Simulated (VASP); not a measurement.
# MnO: electric field gradients with PBE

Crystal: MnO.

```
Mn O
1.0
    -0.04444    2.19978    2.19978
     2.19978   -0.04444    2.19978
     2.19978    2.19978   -0.04444
Mn O
1 1
Direct
  0.00000 0.00000 0.00000
  0.50000 0.50000 0.50000
```

This cell differs from its parent crystal: equal xy, yz and zx shear strains of -2 %.

```
Program                : VASP 6.6.1
Task                   : electric field gradients
Functional             : PBE
Potentials or basis    : VASP PAW PBE potentials, release 64 (Mn_pv, O)
Cutoff                 : 520 eV
k mesh                 : 16 × 16 × 16
Occupations            : fermi-dirac, width 0.05 eV
Spin                   : collinear spin, ferromagnetic start
Starting moments       : [4.0, 0.0] μB
Dipole correction      : no
Further INCAR settings : ALGO = Normal; EDIFF = 1e-08; NBANDS = 20
```

```json
{
 "Pressure": "0.1 GPa",
 "Net moment": "4.76 μB per cell",
 "Site moments": "Mn +4.32; O +0.20 μB",
 "Largest electric field gradient by atom": "Mn +3.2; O -7.8 V/Å²",
 "Valence electrons inside the program's atomic spheres": "Mn 11.36; O 4.98"
}
```

Stress tensor (GPa, compression positive):
```
0.05 1.26 1.26
1.26 0.05 1.26
1.26 1.26 0.05
```

Levels at points of the mesh, in eV from the Fermi level:
Spin up:
| k point | band 9 | band 10 | band 11 | band 12 | band 13 | band 14 | band 15 | band 16 |
| --- | --- | --- | --- | --- | --- | --- | --- | --- |
| (0.00, 0.00, 0.00) | -3.27 | -3.16 | -2.69 | -2.69 | -0.51 | 13.96 | 16.10 | 16.10 |
| (0.50, 0.00, 0.00) | -2.32 | -1.89 | 0.15 | 0.21 | 3.53 | 7.63 | 11.85 | 12.22 |
| (0.50, 0.50, 0.00) | -2.27 | -2.06 | -2.05 | -1.93 | 5.03 | 7.81 | 10.43 | 13.45 |
| (0.50, 0.50, 0.50) | -2.29 | -1.83 | 0.24 | 0.24 | 3.33 | 8.08 | 11.48 | 11.48 |
Spin down:
| k point | band 3 | band 4 | band 5 | band 6 | band 7 | band 8 | band 9 | band 10 | band 11 | band 12 |
| --- | --- | --- | --- | --- | --- | --- | --- | --- | --- | --- |
| (0.00, 0.00, 0.00) | -45.72 | -19.85 | -3.43 | -3.43 | -3.25 | 0.66 | 0.66 | 0.66 | 0.97 | 1.36 |
| (0.50, 0.00, 0.00) | -45.73 | -18.90 | -7.41 | -4.91 | -4.73 | 1.82 | 1.87 | 2.07 | 3.59 | 3.63 |
| (0.50, 0.50, 0.00) | -45.75 | -18.92 | -6.43 | -4.44 | -4.25 | -0.85 | 1.94 | 2.14 | 2.38 | 2.40 |
| (0.50, 0.50, 0.50) | -45.73 | -18.83 | -7.32 | -4.98 | -4.98 | 1.96 | 2.01 | 2.01 | 3.67 | 3.67 |

Electric field gradients, principal values (V/Å²):
| atom | least | middle | greatest (by size) |
| --- | --- | --- | --- |
| 1 Mn | -1.584 | -1.584 | 3.168 |
| 2 O | 3.879 | 3.879 | -7.759 |

Run time: 3.5 min on 1 thread of Intel(R) Xeon(R) Platinum 8259CL CPU @ 2.50GHz (Skylake/Cascade Lake) (shared host), peak memory 0.36 GiB.

Caveat: the cell differs from its parent crystal (equal xy, yz and zx shear strains of -2 %); without QUAD_EFG the Cq values of the log hold for a quadrupole moment of 1 mb, not for the nuclei; a cell with one magnetic atom can't hold antiferromagnetic order, which such compounds often take; semilocal functionals often make such compounds metallic where correlation or magnetic order opens a gap, which also shifts bond lengths.
